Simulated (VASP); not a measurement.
# In5Bi7Te5Se7 (P1) in VASP: single point with PBE

Aim: the single point of In5Bi7Te5Se7 with PBE.

Everything below comes from runs of VASP 6.6.1. Logs are shortened: lines on timing, memory, paths and dates and some standing lists are left out, and cuts for length are marked.

### 1 The cell of the first run

The typed cell holds 24 atoms: a = 9.261 Å, b = 9.258 Å, c = 10.724 Å, α = 90.04°, β = 89.98°, γ = 122.66°.

### 2 Single point, PBE

The input, INCAR:

```
ALGO     = Normal         # electronic algorithm
EDIFF    = 1E-7           # SCF threshold, eV
ENCUT    = 520            # plane-wave cutoff, eV
GGA      = PE             # functional
ISIF     = 2              # what is computed and relaxed
ISMEAR   = 0              # smearing method
ISYM     = 0            
LASPH    = True           # aspherical terms in the spheres
LCHARG   = False          # write CHGCAR
LREAL    = Auto         
LWAVE    = False          # write WAVECAR
NBANDS   = 139            # bands
NELM     = 80             # most SCF steps
PREC     = Accurate       # precision mode
SIGMA    = 0.1            # smearing width, eV
```

The input, KPOINTS:

```
Automatic mesh
0
Gamma
  2 2 2
  0.5 0.5 0.5
```

The input, POSCAR:

```
In5Bi7Te5Se7
1.0
   -6.4606190576     -6.6329438542     -0.1756201883
    0.1775275946      6.6310364480      6.4583061981
   -6.1923628996      6.1890675080     -6.1938648527
Se In Te Bi
7 5 5 7
Direct
    0.1711771560      0.3634309534      0.8578745673
   -0.0101870478      0.5032021106      0.4864259733
    0.3312122920      0.6684584738      0.1726174494
    0.8402160050      0.6653942602      0.1839188364
    0.6360662567      0.8283439824      0.8577100620
    0.4962341528      0.0096457345      0.4864787388
    0.3342282175      0.1595220748      0.1838481771
    0.9942471709      1.0053145960      1.0050507827
    0.8224439934      0.1764157747      0.6481569295
    0.3471885539      0.1467212460      0.6530190111
    0.8528721459      0.6523137744      0.6530253681
    0.3259984022      0.6731023653      0.6619450882
    0.6642359408      0.3355502169      0.8559617495
    0.4976281266      0.5019070016      0.5005841769
    0.1623750335      0.8371823041      0.8439237438
   -0.0017325441      0.0013937424      0.4913273017
    0.8283996565      0.1711282400      0.1760988611
    0.4956697518      0.9891995306      0.0007740361
    0.6691946458      0.3304664132      0.3363338987
    0.1911639976      0.3254857927      0.3214186492
    0.4811621106      0.5182649580     -0.0142131958
    1.0103628050      0.5041190140      0.0009456054
    0.6740217079      0.8084451080      0.3213601629
    0.1714077342      0.8281567533      0.3207610323
```

Potentials or basis: VASP PAW PBE potentials, release 64 (Se, In_d, Te, Bi_d).

Command:

```sh
> cat potpaw_PBE.64/Se/POTCAR potpaw_PBE.64/In_d/POTCAR potpaw_PBE.64/Te/POTCAR potpaw_PBE.64/Bi_d/POTCAR > POTCAR
> mpirun -np 1 vasp_std > vasp.out
```

OUTCAR:

```text
EDIFF = 1E-7
   ENCUT = 520
   GGA = PE
   ISIF = 2
   ISMEAR = 0
   ISYM = 0
   LASPH = True
   LREAL = Auto
   NELM = 80
   PREC = Accurate

 ion  position               nearest neighbor table
   1  0.171  0.363  0.858-  21 2.78  22 2.89  12 3.20   8 3.21
   2  0.990  0.503  0.486-  11 2.93  19 2.97   9 3.08  24 3.10  12 3.23
   3  0.331  0.668  0.173-  24 3.04  22 3.11  18 3.11  23 3.14  20 3.14  21 3.16
   4  0.840  0.665  0.184-  23 2.91  24 2.97  19 3.08   8 3.28  22 3.33
   5  0.636  0.828  0.858-  21 2.78  18 2.89  12 3.20   8 3.21
   6  0.496  0.010  0.486-  10 2.93  19 2.97   9 3.08  24 3.09  12 3.23
   7  0.334  0.160  0.184-  20 2.91  24 2.98  19 3.08   8 3.28  18 3.33
   8  0.994  0.005  0.005-   1 3.21   5 3.21  15 3.23  17 3.26   4 3.28   7 3.28
   9  0.822  0.176  0.648-   6 3.08   2 3.08  16 3.31  13 3.41
  10  0.347  0.147  0.653-   6 2.93  15 3.17  14 3.24  16 3.25  13 3.30
  11  0.853  0.652  0.653-   2 2.93  15 3.17  14 3.24  16 3.25  13 3.30
  12  0.326  0.673  0.662-   1 3.20   5 3.20   2 3.23   6 3.23  14 3.28  15 3.30
  13  0.664  0.336  0.856-  22 3.12  18 3.12  21 3.28  11 3.30  10 3.30   9 3.41
  14  0.498  0.502  0.501-  20 3.07  23 3.07  10 3.24  11 3.24  12 3.28  19 3.30
  15  0.162  0.837  0.844-  22 3.11  18 3.11  11 3.17  10 3.17   8 3.23  12 3.30
  16  0.998  0.001  0.491-  20 3.12  23 3.12  10 3.25  11 3.25   9 3.31  24 3.36
  17  0.828  0.171  0.176-  19 3.11  18 3.20  22 3.20  23 3.25  20 3.25   8 3.26
  18  0.496  0.989  0.001-   5 2.89  15 3.11   3 3.11  13 3.12  17 3.20   7 3.33
  19  0.669  0.330  0.336-   2 2.97   6 2.97   4 3.08   7 3.08  17 3.11  14 3.30
  20  0.191  0.325  0.321-   7 2.91  14 3.07  16 3.12   3 3.14  17 3.25
  21  0.481  0.518  0.986-   1 2.78   5 2.78   3 3.16  13 3.28
  22  0.010  0.504  0.001-   1 2.89  15 3.11   3 3.11  13 3.12  17 3.20   4 3.33
  23  0.674  0.808  0.321-   4 2.91  14 3.07  16 3.12   3 3.14  17 3.25
  24  0.171  0.828  0.321-   4 2.97   7 2.98   3 3.04   6 3.09   2 3.10  16 3.36

IMPORTANT INFORMATION: All symmetrisations will be switched off!
NOSYMM: (Re-)initialisation of all symmetry stuff for point group C_1.

----------------------------------------------------------------------------------------

                                     Primitive cell

  volume of cell :     774.1538

  direct lattice vectors                    reciprocal lattice vectors
    -6.460619058 -6.632943854 -0.175620188    -0.104685453 -0.050238849  0.054460130
     0.177527595  6.631036448  6.458306198    -0.054473007  0.050285485  0.104706336
    -6.192362900  6.189067508 -6.193864853    -0.053830442  0.053856845 -0.053817565

  length of vectors
     9.261014266  9.258071039 10.724452280     0.128253233  0.128294019  0.093244874

  position of ions in fractional coordinates (direct lattice)
     0.171177156  0.363430953  0.857874567
     0.989812952  0.503202111  0.486425973
     0.331212292  0.668458474  0.172617449
     0.840216005  0.665394260  0.183918836
[... 112 lines left out ...]
   EFERMI =   0.00;   METHOD = LEGACY
   ISMEAR =     0;   SIGMA  =   0.10  broadening in eV -4-tet -1-fermi 0-gaus
   EFERMI_NEDOS =   21; number of points for ismear=-14 and -15
   IALGO  =     38    algorithm
   IMIX   =      4    mixing-type and parameters
     AMIX     =   0.40;   BMIX     =  1.00
     AMIX_MAG =   1.60;   BMIX_MAG =  1.00
  volume/ion in A,a.u.               =      32.26       217.68
  Fermi-wavevector in a.u.,A,eV,Ry     =   1.111060  2.099599 16.795773  1.234455
  Thomas-Fermi vector in A             =   2.247619
   LORBIT       =      0    0 simple, 1 ext, 2 COOP (PROOUT), +10 PAW based schemes
   GGA     = PE    functional components
   LHFCALC =     F    Hartree Fock is set to
   AEXX    =    0.0000 exact exchange contribution
   IVDW    =     0    specifies the selected vdW correction
   LEPSILON=     F    determine dielectric tensor
   LRPA    =     F    only Hartree local field effects (RPA)
 non-spin polarized calculation
 Gauss-broadening in eV      SIGMA  =   0.10
  energy-cutoff  :      520.00
  volume of cell :      774.15
 maximum number of plane-waves:     20853
 NGX is ok and might be reduce to    70
   NGX = 35   NGY = 35   NGZ = 39

 number of electron     241.9999996 magnetization

 Free energy of the ion-electron system (eV)
  ---------------------------------------------------
  ext. energy  EPLUGINS =         0.00000000
  ---------------------------------------------------
  free energy    TOTEN  =       -86.64738053 eV

  energy without entropy =      -86.63799211  energy(sigma->0) =      -86.64268632

 E-fermi :   5.3746     XC(G=0):  -9.1454

 val. band max:        5.2601674365   @ k =  -0.2500   0.2500   0.2500
 cond. band min:       5.4962660920   @ k =   0.2500  -0.2500   0.2500
 fundamental gap:      0.2360986555
 Fermi energy:         5.3745850097

 k-point     1 :       0.2500    0.2500    0.2500
  band No.  band energies     occupation
      1     -18.1941      2.00000
      2     -18.1898      2.00000
      3     -18.1847      2.00000
      4     -18.1831      2.00000
      5     -18.1815      2.00000
      6     -18.1777      2.00000
[... 533 lines left out ...]
    132       7.1378      0.00000
    133       7.2184      0.00000
 [bands above 133 left out]

------------------------ aborting loop because EDIFF is reached ----------------------------------------

  FORCE on cell =-STRESS in cart. coord.  units (eV):
  Direction    XX          YY          ZZ          XY          YZ          ZX
  --------------------------------------------------------------------------------------
  -------------------------------------------------------------------------------------
  Total        0.0140534     -0.2400434     -0.0243432      0.0151177      0.0196600      0.0157484
  in kB        0.0290848     -0.4967903     -0.0503803      0.0312874      0.0406880      0.0325926
  external PRESSURE =      -0.1726953 kB  Pullay stress =       0.0000000 kB

 VOLUME and BASIS-vectors are now :
 -----------------------------------------------------------------------------
  energy-cutoff  :      520.00
  volume of cell :      774.15
      direct lattice vectors                 reciprocal lattice vectors
    -6.460619058 -6.632943854 -0.175620188    -0.104685453 -0.050238849  0.054460130
     0.177527595  6.631036448  6.458306198    -0.054473007  0.050285485  0.104706336
    -6.192362900  6.189067508 -6.193864853    -0.053830442  0.053856845 -0.053817565

 POSITION                                       TOTAL-FORCE (eV/Angst)
 -----------------------------------------------------------------------------------
     -6.35366      6.58396     -2.99647         0.025224     -0.004241      0.003573
     -9.31760     -0.21810      0.06315        -0.003915     -0.011179     -0.000259
     -3.09008      3.30400      3.18977        -0.012252      0.002497     -0.011340
     -6.44908     -0.02257      3.01059         0.008511     -0.008913      0.004466
     -9.27358      6.58221     -0.07455        -0.000104     -0.003537      0.026616
     -6.21672     -0.21668     -3.03804        -0.001402     -0.012774     -0.000670
[... 16 lines left out ...]
     -6.20105      2.87900      3.11235         0.006826      0.000957      0.003423
     -2.94665      6.33981      3.33164         0.000816      0.006799     -0.004848
 -----------------------------------------------------------------------------------
    total drift:                                0.016808      0.000785      0.004771

  FREE ENERGIE OF THE ION-ELECTRON SYSTEM (eV)
  ---------------------------------------------------
  free  energy   TOTEN  =       -86.6473805298 eV

  energy  without entropy=      -86.6379921073  energy(sigma->0) =      -86.64268632
```

It took 30 min on 1 thread of Intel Xeon 8259CL, shared host; peak memory 0.94 GiB.

Results:

```
Free energy            : -86.6474 eV
Pressure               : 0.0 GPa
Largest force          : 0.034 eV/Å
Band gap on the k mesh : 0.24 eV (least direct gap 0.31 eV)
```

Forces in eV/Å, atoms in the order of the input:
```
Se   0.025 -0.004  0.004
Se  -0.004 -0.011  0.000
Se  -0.012  0.002 -0.011
Se   0.009 -0.009  0.004
Se   0.000 -0.004  0.027
Se  -0.001 -0.013 -0.001
Se   0.005 -0.008  0.009
In   0.010  0.032  0.004
In  -0.008 -0.014 -0.011
In  -0.011  0.002 -0.005
In  -0.007  0.005 -0.017
In  -0.002  0.008 -0.004
Te   0.011  0.010  0.010
Te  -0.002  0.007 -0.002
Te  -0.003 -0.011 -0.001
Te   0.003 -0.009  0.004
Te  -0.002  0.002 -0.005
Bi   0.001  0.000  0.001
Bi   0.005 -0.005  0.003
Bi   0.001  0.003  0.009
Bi  -0.026  0.007 -0.020
Bi   0.001  0.003  0.004
Bi   0.007  0.001  0.003
Bi   0.001  0.007 -0.005
```

Caveat: spin-orbit coupling is left out, which moves the levels of the heavy elements; a shifted mesh leaves out Γ, where band edges can lie.
